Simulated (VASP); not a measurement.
Al2Cu: single point with PBEsol

Crystal: Al2Cu.

```
CELL_PARAMETERS angstrom
-2.02463 2.02463 -2.86301
-2.02463 -2.02463 2.86301
0.00000 8.09853 5.72603
ATOMIC_POSITIONS crystal
Al 0.00000 0.00000 0.25000
Al 0.33333 0.66667 0.58333
Al 0.66667 0.33333 0.91667
Al 0.33333 0.66667 0.08333
Al 0.66667 0.33333 0.41667
Al 0.00000 0.00000 0.75000
Cu 0.66667 0.33333 0.16667
Cu 0.00000 0.00000 0.50000
Cu 0.33333 0.66667 0.83333
```

```yaml
Program: VASP 6.6.1
Task: single point
Functional: PBEsol
Potentials_or_basis: VASP PAW PBE potentials, release 64 (Al, Cu)
Cutoff: 520 eV
k_mesh: 13 × 13 × 5
Occupations: gaussian, width 0.15 eV
Spin: no spin polarisation
```

```json
{
  "Pressure": "0.3 GPa",
  "Band gap on the k mesh": "zero (an odd number of electrons rules out a gap without spin polarisation)"
}
```

Levels at points of the mesh, in eV from the Fermi level:
```
           k point  band 22  band 23  band 24  band 25  band 26  band 27  band 28  band 29  band 30  band 31
(0.00, 0.00, 0.00)     0.89     0.89     0.89     2.89     2.89     2.89     2.95     2.95     2.95     3.36
```

Run time: 65 min on 1 thread of Intel Xeon 8259CL, with other jobs on the host, peak memory 0.91 GiB.

Caveat: the PAW data sets were made with another functional, which shifts forces and pressure a little.
